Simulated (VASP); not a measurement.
BaTiO3, 5 atoms in the cell. Symmetry: Pm-3m, No. 221, cubic system. Conventional cell: a = 3.966 Å, b = 3.966 Å, c = 3.966 Å, α = 90.00°, β = 90.00°, γ = 90.00°. Ba (site symmetry m-3m) has 12 O at 2.80 Å and 8 Ti at 3.43 Å within 3.7 Å. Ti (site symmetry m-3m) has 6 O at 1.98 Å within 2.6 Å. Within 2.6 Å of O (site symmetry 4/mmm) lie 2 Ti at 1.98 Å. 

```yaml
Program: VASP 6.6.1
Task: single point
Functional: r2SCAN
Potentials_or_basis: VASP PAW PBE potentials, release 64 (Ba_sv, Ti_sv, O)
Cutoff: 520 eV
k_mesh: 8 × 8 × 8
Occupations: gaussian, width 0.02 eV
Spin: no spin polarisation
Dipole_correction: no
Further_INCAR_settings: ALGO = Normal; EDIFF = 1e-06; NBANDS = 28
```

Potentials or basis: VASP PAW PBE potentials, release 64 (Ba_sv, Ti_sv, O).

Run with:

```console
$ cat potpaw_PBE.64/Ba_sv/POTCAR potpaw_PBE.64/Ti_sv/POTCAR potpaw_PBE.64/O/POTCAR > POTCAR
$ cp INCAR.step1 INCAR
$ mpirun -np 1 vasp_std > vasp.out
$ cp INCAR.step2 INCAR
$ mpirun -np 1 vasp_std > vasp.out
```

Hardware: 1 thread of Intel(R) Xeon(R) 6975P-C (Granite Rapids), on a shared host.

Question: How long does it take, and how much memory?

Answer: Run time: 94 s on 1 thread of Intel(R) Xeon(R) 6975P-C (Granite Rapids), with other jobs on the host, peak memory 0.21 GiB. Counts: k points 35.
